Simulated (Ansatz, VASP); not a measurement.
## In in VASP and in Ansatz

```
In
1.0
    -1.62615    1.62615    2.54817
     1.62615   -1.62615    2.54817
     1.62615    1.62615   -2.54817
In
1
Cartesian
  0.0000 0.0000 0.0000
```

Change from the starting cell: strain +0.000 along x and y, +0.030 along z, atoms carried along.

Alike in both runs: task single point; functional PBEsol; k mesh 20 × 20 × 20; occupations gaussian, width 0.15 eV; no spin polarisation.

|  | VASP | Ansatz |
| --- | --- | --- |
| version | VASP 6.6.1 | Ansatz 0.2.0 |
| potentials or method | VASP PAW PBE potentials, release 64 (In_d), cutoff 520 eV | scalar-relativistic, plane waves, PAW |
| valence electrons in the cell | 13 | 13 |

```csv
,VASP,Ansatz,Ansatz less VASP
gap on the k mesh at the Fermi level (eV),none,none,-
pressure (GPa),-2.0,-2.0,-0.02
"traceless stress, the component that is largest in VASP (GPa)",-0.08,-0.07,+0.008
```

VASP's potentials were made for PBE, not for PBEsol. A gap of «none» marks a metal or a gap that the smearing closes. With one functional, cell and mesh, what is left measures potentials, basis and numerics.
